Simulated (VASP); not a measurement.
La6N: relaxation of cell and atoms with PBE

Crystal: La6N.

```
La N
1.0
     3.60000    0.00000    0.00000
     0.00000    3.60000    0.00000
     0.00000    0.00000   14.50000
La N
6 1
Direct
  0.50000 0.50000 0.83330
  0.50000 0.50000 0.16670
  0.00000 0.00000 0.00000
  0.00000 0.00000 0.66670
  0.00000 0.00000 0.33330
  0.50000 0.50000 0.50000
  0.50000 0.50000 0.00000
```

```json
{
  "Program": "VASP 6.6.1",
  "Task": "relaxation of cell and atoms",
  "Functional": "PBE",
  "Potentials or basis": "VASP PAW PBE potentials, release 64 (La, N)",
  "Cutoff": "600 eV",
  "k mesh": "5 × 5 × 2",
  "Occupations": "gaussian, width 0.2 eV",
  "Spin": "no spin polarisation",
  "Dipole correction": "no",
  "Further INCAR settings": "ALGO = Normal; EDIFF = 1e-06; IBRION = 2; EDIFFG = -0.08; NSW = 36; ISIF = 3"
}
```

- Relaxed volume: 32.39 Å³/atom
- Relaxed cell: a = 3.842 Å, b = 3.842 Å, c = 15.365 Å, α = 90.00°, β = 90.00°, γ = 90.00°
- Space group after relaxing (to 0.1 Å): P4/mmm (No. 123)
- Energy gained by relaxing: 127.0 meV/atom
- Ionic steps: 11
- Pressure after relaxing: 0.1 GPa
- Largest force after relaxing: 0.058 eV/Å
- Band gap on the k mesh: zero (an odd number of electrons rules out a gap without spin polarisation)

Forces on the atoms (eV/Å):
```
La   0.000  0.000 -0.058
La   0.000  0.000  0.058
La   0.000  0.000  0.000
La   0.000  0.000 -0.018
La   0.000  0.000  0.018
La   0.000  0.000  0.000
N    0.000  0.000  0.000
```

Stress tensor (GPa, compression positive):
```
-0.02  0.00  0.00
 0.00 -0.02  0.00
 0.00  0.00  0.21
```

The path:
```tsv
step	energy change (eV)	largest force (eV/Å)	pressure (GPa)	volume (Å³)
1	0.0000	0.2196	8.15	187.92
2	-0.7401	0.6153	-1.27	227.56
3	-0.7681	0.5114	-0.02	220.38
4	-0.7679	0.5220	-0.16	221.06
5	-0.7997	0.4669	-0.13	221.54
6	-0.8474	0.1216	0.14	222.91
7	-0.8645	0.0921	-0.02	224.66
8	-0.8823	0.0367	-0.33	228.07
9	-0.8837	0.0228	-0.42	229.26
10	-0.8827	0.1343	0.59	224.08
11	-0.8890	0.0584	0.05	226.76
```

Final structure:
```
La N
1.0
     3.84163    0.00000    0.00000
     0.00000    3.84163    0.00000
     0.00000    0.00000   15.36488
La N
6 1
Direct
  0.50000 0.50000 0.84607
  0.50000 0.50000 0.15393
  0.00000 0.00000 0.00000
  0.00000 0.00000 0.66056
  0.00000 0.00000 0.33944
  0.50000 0.50000 0.50000
  0.50000 0.50000 0.00000
```

Levels at points of the mesh, in eV from the Fermi level:
```tsv
k point	band 32	band 33	band 34	band 35	band 36	band 37	band 38	band 39	band 40	band 41
(0.00, 0.00, 0.00)	-1.62	-1.44	-1.13	-1.02	-0.77	0.08	0.54	1.35	1.38	1.38
(0.00, 0.00, 0.50)	-1.52	-1.37	-1.30	-1.29	-0.41	-0.37	1.01	1.05	1.31	1.45
```

It took 41 min on 1 thread of AMD EPYC 7R43 64-Core Processor (Zen 3) (shared host), peak memory 0.35 GiB.

Caveat: the volume moved by over 15 % at a fixed basis, so the end points are rough; spin-orbit coupling is left out, which moves the levels of the heavy elements; the relaxation stopped at a loose force limit of 0.08 eV/Å, so its end isn't a converged minimum.
